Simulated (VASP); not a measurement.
# Sn3Se (Pm-3m) in VASP: a series of runs

Sn3Se is run at these levels: PBEsol; tasks: single point.

All numbers are computed with VASP 6.6.1; they aren't measurements. Logs are shortened: lines on timing, memory, paths and dates and some standing lists are left out, and cuts for length are marked.

### Step 1. The cell of the first run

Symmetry: Pm-3m, No. 221, cubic system. Conventional cell: a = 4.742 Å, b = 4.742 Å, c = 4.742 Å, α = 90.00°, β = 90.00°, γ = 90.00°. Sn (site symmetry 4/mmm) has 8 Sn at 3.35 Å and 4 Se at 3.35 Å within 4.4 Å. Within 4.4 Å of Se (site symmetry m-3m) lie 12 Sn at 3.35 Å.

### Step 2. Single point, PBEsol

INCAR reads:

```
SYSTEM = Sn3Se
ALGO = Normal
EDIFF = 1E-7
ENCUT = 520
GGA = PS
ISIF = 2
ISMEAR = 0
LASPH = .TRUE.
LCHARG = .FALSE.
LREAL = .FALSE.
LWAVE = .FALSE.
NBANDS = 32
NELM = 100
PREC = Accurate
SIGMA = 0.15
```

KPOINTS reads:

```
k-points
0
G
  5 5 5
  0 0 0
```

POSCAR reads:

```
Sn3Se
1.0
    4.7418790000      0.0000000000      0.0000000000
    0.0000000000      4.7418790000      0.0000000000
    0.0000000000      0.0000000000      4.7418790000
Sn Se
3 1
Direct
    0.0000000000      0.5000000000      0.5000000000
    0.5000000000      0.0000000000      0.5000000000
    0.5000000000      0.5000000000      0.0000000000
    0.0000000000      0.0000000000      0.0000000000
```

Potentials or basis: VASP PAW PBE potentials, release 64 (Sn_d, Se).

The run is started by

```sh
cat potpaw_PBE.64/Sn_d/POTCAR potpaw_PBE.64/Se/POTCAR > POTCAR
mpirun -np 1 vasp_std > vasp.out
```

OUTCAR:

```text
SYSTEM = Sn3Se
   EDIFF = 1E-7
   ENCUT = 520
   GGA = PS
   ISIF = 2
   ISMEAR = 0
   LASPH = .TRUE.
   LREAL = .FALSE.
   NELM = 100
   PREC = Accurate

 ion  position               nearest neighbor table
   1  0.000  0.500  0.500-   2 3.35   3 3.35   3 3.35   2 3.35   2 3.35   3 3.35   3 3.35   2 3.35

   2  0.500  0.000  0.500-   1 3.35   3 3.35   3 3.35   1 3.35   3 3.35   3 3.35   1 3.35   1 3.35

   3  0.500  0.500  0.000-   1 3.35   2 3.35   1 3.35   2 3.35   2 3.35   2 3.35   1 3.35   1 3.35

   4  0.000  0.000  0.000-

  LATTYP: Found a simple cubic cell.
 ALAT       =     4.7418790000

  Lattice vectors:

 A1 = (   4.7418790000,   0.0000000000,   0.0000000000)
 A2 = (   0.0000000000,   4.7418790000,   0.0000000000)
 A3 = (   0.0000000000,   0.0000000000,   4.7418790000)

Analysis of symmetry for initial positions (statically):
=====================================================================
 Subroutine PRICEL returns:
 Original cell was already a primitive cell.

 Routine SETGRP: Setting up the symmetry group for a
 simple cubic supercell.

 Subroutine GETGRP returns: Found 48 space group operations
 (whereof 48 operations were pure point group operations)
 out of a pool of 48 trial point group operations.

The static configuration has the point symmetry O_h .

Analysis of symmetry for dynamics (positions and initial velocities):
=====================================================================
 Subroutine PRICEL returns:
 Original cell was already a primitive cell.

 Routine SETGRP: Setting up the symmetry group for a
 simple cubic supercell.

 Subroutine GETGRP returns: Found 48 space group operations
 (whereof 48 operations were pure point group operations)
 out of a pool of 48 trial point group operations.

The dynamic configuration has the point symmetry O_h .

 Subroutine INISYM returns: Found 48 space group operations
 (whereof 48 operations are pure point group operations),
 and found     1 'primitive' translations

----------------------------------------------------------------------------------------

                                     Primitive cell

  volume of cell :     106.6231

  direct lattice vectors                    reciprocal lattice vectors
[... 73 lines left out ...]
   LASPH  =      T    aspherical Exc in radial PAW
   ENCUT  =  520.0 eV  38.22 Ry    6.18 a.u.   8.82  8.82  8.82*2*pi/ulx,y,z
   NELM   =    100;   NELMIN=  2; NELMDL= -5     # of ELM steps
   EDIFF  = 0.1E-06   stopping-criterion for ELM
   LREAL  =      F    real-space projection
   EDIFFG = 0.1E-05   stopping-criterion for IOM
   NSW    =      0    number of steps for IOM
   IBRION =     -1    ionic relax: 0-MD 1-quasi-New 2-CG
   NFREE  =      0    steps in history (QN), initial steepest desc. (CG)
   ISIF   =      2    stress and relaxation
   ISYM   =      2    0-nonsym 1-usesym 2-fastsym
   POTIM  = 0.5000    time-step for ionic-motion
   TEBEG  =    0.0;   TEEND  =   0.0 temperature during run
   PSTRESS=    0.0 pullay stress
   NELECT =      48.0000    total number of electrons
   NUPDOWN=      -1.0000    fix difference up-down
   EMIN   =  10.00;   EMAX   =-10.00  energy-range for DOS
   EFERMI =   0.00;   METHOD = LEGACY
   ISMEAR =     0;   SIGMA  =   0.15  broadening in eV -4-tet -1-fermi 0-gaus
   EFERMI_NEDOS =   21; number of points for ismear=-14 and -15
   IALGO  =     38    algorithm
   IMIX   =      4    mixing-type and parameters
     AMIX     =   0.40;   BMIX     =  1.00
     AMIX_MAG =   1.60;   BMIX_MAG =  1.00
  volume/ion in A,a.u.               =      26.66       179.88
  Fermi-wavevector in a.u.,A,eV,Ry     =   1.254695  2.371029 21.419096  1.574259
  Thomas-Fermi vector in A             =   2.388487
   LORBIT       =      0    0 simple, 1 ext, 2 COOP (PROOUT), +10 PAW based schemes
   GGA     = PS    functional components
   LHFCALC =     F    Hartree Fock is set to
   AEXX    =    0.0000 exact exchange contribution
   IVDW    =     0    specifies the selected vdW correction
   LEPSILON=     F    determine dielectric tensor
   LRPA    =     F    only Hartree local field effects (RPA)
 non-spin polarized calculation
 Gauss-broadening in eV      SIGMA  =   0.15
  energy-cutoff  :      520.00
  volume of cell :      106.62
 maximum number of plane-waves:      2899
 NGX is ok and might be reduce to    36
   NGX = 17   NGY = 17   NGZ = 17

 number of electron      47.9999994 magnetization

 Free energy of the ion-electron system (eV)
  ---------------------------------------------------
  ext. energy  EPLUGINS =         0.00000000
  ---------------------------------------------------
  free energy    TOTEN  =       -16.52891976 eV

  energy without entropy =      -16.50169525  energy(sigma->0) =      -16.51530751

 E-fermi :   7.0428     XC(G=0): -10.3129

 val. band max:        6.9600738341   @ k =   0.4000   0.2000   0.2000
 cond. band min:       7.0690619199   @ k =   0.0000   0.0000   0.0000
 fundamental gap:      0.1089880858
 Fermi energy:         7.0427771611

 k-point     1 :       0.0000    0.0000    0.0000
  band No.  band energies     occupation
      1     -14.6118      2.00000
      2     -14.6118      2.00000
      3     -14.6118      2.00000
      4     -14.5910      2.00000
      5     -14.5910      2.00000
      6     -14.5576      2.00000
[... 339 lines left out ...]
     31      12.8264      0.00000
     32      14.5907      0.00000

------------------------ aborting loop because EDIFF is reached ----------------------------------------

  FORCE on cell =-STRESS in cart. coord.  units (eV):
  Direction    XX          YY          ZZ          XY          YZ          ZX
  --------------------------------------------------------------------------------------
  -------------------------------------------------------------------------------------
  Total       -1.5528372     -1.5528372     -1.5528372      0.0000000      0.0000000     -0.0000000
  in kB      -23.3337799    -23.3337799    -23.3337799      0.0000000      0.0000000     -0.0000000
  external PRESSURE =     -23.3337799 kB  Pullay stress =       0.0000000 kB

 VOLUME and BASIS-vectors are now :
 -----------------------------------------------------------------------------
  energy-cutoff  :      520.00
  volume of cell :      106.62
      direct lattice vectors                 reciprocal lattice vectors
     4.741879000  0.000000000  0.000000000     0.210886866  0.000000000  0.000000000
     0.000000000  4.741879000  0.000000000     0.000000000  0.210886866  0.000000000
     0.000000000  0.000000000  4.741879000     0.000000000  0.000000000  0.210886866

 POSITION                                       TOTAL-FORCE (eV/Angst)
 -----------------------------------------------------------------------------------
      0.00000      2.37094      2.37094         0.000000      0.000000      0.000000
      2.37094      0.00000      2.37094         0.000000      0.000000      0.000000
      2.37094      2.37094      0.00000         0.000000      0.000000      0.000000
      0.00000      0.00000      0.00000         0.000000      0.000000      0.000000
 -----------------------------------------------------------------------------------
    total drift:                                0.000000      0.000000      0.000000

  FREE ENERGIE OF THE ION-ELECTRON SYSTEM (eV)
  ---------------------------------------------------
  free  energy   TOTEN  =       -16.5289197644 eV

  energy  without entropy=      -16.5016952483  energy(sigma->0) =      -16.51530751
```

stdout:

```text
POSCAR found type information on POSCAR SnSe
 POSCAR found :  2 types and       4 ions
 scaLAPACK will be used
 -----------------------------------------------------------------------------
|                                                                             |
|                                                                             |
|     You enforced a specific xc type in the INCAR file but a different       |
|     I HOPE YOU KNOW WHAT YOU ARE DOING!                                     |
|                                                                             |
 -----------------------------------------------------------------------------

 LDA part: xc-table for (Slater+PW92), standard interpolation
 POSCAR, INCAR and KPOINTS ok, starting setup
 FFT: planning ... GRIDC
 FFT: planning ... GRID_SOFT
 FFT: planning ... GRID
 WAVECAR not read
 entering main loop
```

Run time: 38 s. Hardware: 1 thread of Intel Xeon 8259CL, shared host; peak memory 0.21 GiB.

What came out:

```yaml
Free_energy: -16.5289 eV
Pressure: -2.3 GPa
Band_gap_on_the_k_mesh: zero (bands 24 and 25 overlap by 1.51 eV)
```

Caveat: the PAW data sets were made with another functional, which shifts forces and pressure a little; spin-orbit coupling is left out, which moves the levels of the heavy elements.

### Step 3. Single point, PBEsol

INCAR reads:

```
PREC = Accurate
ENCUT = 520
EDIFF = 1E-6
ISMEAR = 0
SIGMA = 0.15
LREAL = F
LASPH = T
NELM = 100
ALGO = Normal
ISIF = 2
LWAVE = F
LCHARG = T
GGA = PS
LELF = T
LVHAR = T
NBANDS = 32
```

KPOINTS reads:

```
Automatic mesh
0
Gamma
  5 5 5
```

POSCAR is that of step 2.

Potentials or basis: VASP PAW PBE potentials, release 64 (Sn_d, Se).

The run is started by

```sh
cat potpaw_PBE.64/Sn_d/POTCAR potpaw_PBE.64/Se/POTCAR > POTCAR
mpirun -np 1 vasp_std > vasp.out
```

OUTCAR:

```text
PREC = Accurate
   ENCUT = 520
   EDIFF = 1E-6
   ISMEAR = 0
   LREAL = F
   LASPH = T
   NELM = 100
   ISIF = 2
   GGA = PS

 ion  position               nearest neighbor table
   1  0.000  0.500  0.500-   2 3.35   3 3.35   3 3.35   2 3.35   2 3.35   3 3.35   3 3.35   2 3.35

   2  0.500  0.000  0.500-   1 3.35   3 3.35   3 3.35   1 3.35   3 3.35   3 3.35   1 3.35   1 3.35

   3  0.500  0.500  0.000-   1 3.35   2 3.35   1 3.35   2 3.35   2 3.35   2 3.35   1 3.35   1 3.35

   4  0.000  0.000  0.000-

  LATTYP: Found a simple cubic cell.
 ALAT       =     4.7418790000

  Lattice vectors:

 A1 = (   4.7418790000,   0.0000000000,   0.0000000000)
 A2 = (   0.0000000000,   4.7418790000,   0.0000000000)
 A3 = (   0.0000000000,   0.0000000000,   4.7418790000)

Analysis of symmetry for initial positions (statically):
=====================================================================
 Subroutine PRICEL returns:
 Original cell was already a primitive cell.

 Routine SETGRP: Setting up the symmetry group for a
 simple cubic supercell.

 Subroutine GETGRP returns: Found 48 space group operations
 (whereof 48 operations were pure point group operations)
 out of a pool of 48 trial point group operations.

The static configuration has the point symmetry O_h .

Analysis of symmetry for dynamics (positions and initial velocities):
=====================================================================
 Subroutine PRICEL returns:
 Original cell was already a primitive cell.

 Routine SETGRP: Setting up the symmetry group for a
 simple cubic supercell.

 Subroutine GETGRP returns: Found 48 space group operations
 (whereof 48 operations were pure point group operations)
 out of a pool of 48 trial point group operations.

The dynamic configuration has the point symmetry O_h .

 Subroutine INISYM returns: Found 48 space group operations
 (whereof 48 operations are pure point group operations),
 and found     1 'primitive' translations

----------------------------------------------------------------------------------------

                                     Primitive cell

  volume of cell :     106.6231

  direct lattice vectors                    reciprocal lattice vectors
     4.741879000  0.000000000  0.000000000     0.210886866  0.000000000  0.000000000
     0.000000000  4.741879000  0.000000000     0.000000000  0.210886866  0.000000000
     0.000000000  0.000000000  4.741879000     0.000000000  0.000000000  0.210886866

  length of vectors
     4.741879000  4.741879000  4.741879000     0.210886866  0.210886866  0.210886866

  position of ions in fractional coordinates (direct lattice)
     0.000000000  0.500000000  0.500000000
     0.500000000  0.000000000  0.500000000
     0.500000000  0.500000000  0.000000000
     0.000000000  0.000000000  0.000000000

  ion indices of the primitive-cell ions
   primitive index   ion index
                 1           1
                 2           2
                 3           3
                 4           4

----------------------------------------------------------------------------------------

 KPOINTS: Automatic mesh

Automatic generation of k-mesh.
 Grid dimensions read from file:
 generate k-points for:    5    5    5

 Generating k-lattice:

  Cartesian coordinates                     Fractional coordinates (reciprocal lattice)
     0.042177373  0.000000000  0.000000000     0.200000000  0.000000000  0.000000000
     0.000000000  0.042177373  0.000000000     0.000000000  0.200000000  0.000000000
     0.000000000  0.000000000  0.042177373     0.000000000  0.000000000  0.200000000

  Length of vectors
     0.042177373  0.042177373  0.042177373

  Shift w.r.t. Gamma in fractional coordinates (k-lattice)
     0.000000000  0.000000000  0.000000000

 Subroutine IBZKPT returns following result:
 ===========================================

 Found     10 irreducible k-points:

 Following reciprocal coordinates:
            Coordinates               Weight
  0.000000  0.000000  0.000000      1.000000
  0.200000  0.000000  0.000000      6.000000
  0.400000  0.000000  0.000000      6.000000
  0.200000  0.200000  0.000000     12.000000
  0.400000  0.200000  0.000000     24.000000
  0.400000  0.400000  0.000000     12.000000
  0.200000  0.200000  0.200000      8.000000
  0.400000  0.200000  0.200000     24.000000
  0.400000  0.400000  0.200000     24.000000
  0.400000  0.400000  0.400000      8.000000
   k-points           NKPTS =     10   k-points in BZ     NKDIM =     10   number of bands    NBANDS=     32
   number of dos      NEDOS =    301   number of ions     NIONS =      4
   total plane-waves  NPLWV =  46656
   dimension x,y,z NGX =    36 NGY =   36 NGZ =   36
   dimension x,y,z NGXF=    72 NGYF=   72 NGZF=   72
   ions per type =               3   1
   NGX,Y,Z   is equivalent  to a cutoff of  12.62, 12.62, 12.62 a.u.
   NGXF,Y,Z  is equivalent  to a cutoff of  25.24, 25.24, 25.24 a.u.
 SYSTEM =  unknown system
   PREC   = accura    normal or accurate (medium, high low for compatibility)
   ISTART =      0    job   : 0-new  1-cont  2-samecut
   ICHARG =      2    charge: 1-file 2-atom 10-const
   ISPIN  =      1    spin polarized calculation?
   LNONCOLLINEAR =      F non collinear calculations
   LSORBIT =      F    spin-orbit coupling
   LASPH  =      T    aspherical Exc in radial PAW
   ENCUT  =  520.0 eV  38.22 Ry    6.18 a.u.   8.82  8.82  8.82*2*pi/ulx,y,z
   NELM   =    100;   NELMIN=  2; NELMDL= -5     # of ELM steps
   EDIFF  = 0.1E-05   stopping-criterion for ELM
   LREAL  =      F    real-space projection
[... 7 lines left out ...]
   TEBEG  =    0.0;   TEEND  =   0.0 temperature during run
   PSTRESS=    0.0 pullay stress
   NELECT =      48.0000    total number of electrons
   NUPDOWN=      -1.0000    fix difference up-down
   EMIN   =  10.00;   EMAX   =-10.00  energy-range for DOS
   EFERMI =   0.00;   METHOD = LEGACY
   ISMEAR =     0;   SIGMA  =   0.15  broadening in eV -4-tet -1-fermi 0-gaus
   EFERMI_NEDOS =   21; number of points for ismear=-14 and -15
   IALGO  =     38    algorithm
   IMIX   =      4    mixing-type and parameters
     AMIX     =   0.40;   BMIX     =  1.00
     AMIX_MAG =   1.60;   BMIX_MAG =  1.00
  volume/ion in A,a.u.               =      26.66       179.88
  Fermi-wavevector in a.u.,A,eV,Ry     =   1.254695  2.371029 21.419096  1.574259
  Thomas-Fermi vector in A             =   2.388487
   LORBIT       =      0    0 simple, 1 ext, 2 COOP (PROOUT), +10 PAW based schemes
   GGA     = PS    functional components
   LHFCALC =     F    Hartree Fock is set to
   AEXX    =    0.0000 exact exchange contribution
   IVDW    =     0    specifies the selected vdW correction
   LEPSILON=     F    determine dielectric tensor
   LRPA    =     F    only Hartree local field effects (RPA)
 non-spin polarized calculation
 Gauss-broadening in eV      SIGMA  =   0.15
  energy-cutoff  :      520.00
  volume of cell :      106.62
 maximum number of plane-waves:      2899
 NGX is ok and might be reduce to    36
   NGX = 17   NGY = 17   NGZ = 17

 number of electron      47.9999994 magnetization

 Free energy of the ion-electron system (eV)
  ---------------------------------------------------
  ext. energy  EPLUGINS =         0.00000000
  ---------------------------------------------------
  free energy    TOTEN  =       -16.52891976 eV

  energy without entropy =      -16.50169538  energy(sigma->0) =      -16.51530757

 E-fermi :   7.0428     XC(G=0): -10.3129

 val. band max:        6.9600767644   @ k =   0.4000   0.2000   0.2000
 cond. band min:       7.0690638010   @ k =   0.0000   0.0000   0.0000
 fundamental gap:      0.1089870366
 Fermi energy:         7.0427802859

 k-point     1 :       0.0000    0.0000    0.0000
  band No.  band energies     occupation
      1     -14.6118      2.00000
      2     -14.6118      2.00000
      3     -14.6118      2.00000
      4     -14.5910      2.00000
      5     -14.5910      2.00000
      6     -14.5576      2.00000
[... 24 lines left out ...]
     31      12.4878      0.00000
     32      12.7490      0.00000
[... 284 lines left out ...]
      2     -14.5846      2.00000
      3     -14.5846      2.00000
      4     -14.5709      2.00000
      5     -14.5462      2.00000
      6     -14.5308      2.00000
[... 24 lines left out ...]
     31      12.8264      0.00000
     32      14.5907      0.00000

------------------------ aborting loop because EDIFF is reached ----------------------------------------

  FORCE on cell =-STRESS in cart. coord.  units (eV):
  Direction    XX          YY          ZZ          XY          YZ          ZX
  --------------------------------------------------------------------------------------
  -------------------------------------------------------------------------------------
  Total       -1.5537510     -1.5537510     -1.5537510      0.0000000     -0.0000000      0.0000000
  in kB      -23.3475116    -23.3475116    -23.3475116      0.0000000     -0.0000000      0.0000000
  external PRESSURE =     -23.3475116 kB  Pullay stress =       0.0000000 kB

 VOLUME and BASIS-vectors are now :
 -----------------------------------------------------------------------------
  energy-cutoff  :      520.00
  volume of cell :      106.62
      direct lattice vectors                 reciprocal lattice vectors
     4.741879000  0.000000000  0.000000000     0.210886866  0.000000000  0.000000000
     0.000000000  4.741879000  0.000000000     0.000000000  0.210886866  0.000000000
     0.000000000  0.000000000  4.741879000     0.000000000  0.000000000  0.210886866

 POSITION                                       TOTAL-FORCE (eV/Angst)
 -----------------------------------------------------------------------------------
      0.00000      2.37094      2.37094         0.000000      0.000000      0.000000
      2.37094      0.00000      2.37094         0.000000      0.000000      0.000000
      2.37094      2.37094      0.00000         0.000000      0.000000      0.000000
      0.00000      0.00000      0.00000         0.000000      0.000000      0.000000
 -----------------------------------------------------------------------------------
    total drift:                                0.000000      0.000000      0.000000

  FREE ENERGIE OF THE ION-ELECTRON SYSTEM (eV)
  ---------------------------------------------------
  free  energy   TOTEN  =       -16.5289197587 eV

  energy  without entropy=      -16.5016953764  energy(sigma->0) =      -16.51530757
```

Run time: 48 s. Hardware: 1 thread of Intel Xeon 8259CL, shared host; peak memory 0.21 GiB.

Results:

- Free energy: -16.5289 eV
- Pressure: -2.3 GPa
- Band gap on the k mesh: zero (bands 24 and 25 overlap by 1.51 eV)

Levels at points of the mesh, in eV from the Fermi level:
| k point | band 22 | band 23 | band 24 | band 25 | band 26 | band 27 |
| --- | --- | --- | --- | --- | --- | --- |
| (0.00, 0.00, 0.00) | -4.26 | 0.03 | 0.03 | 0.03 | 2.30 | 2.30 |

Caveat: the PAW data sets were made with another functional, which shifts forces and pressure a little; spin-orbit coupling is left out, which moves the levels of the heavy elements.
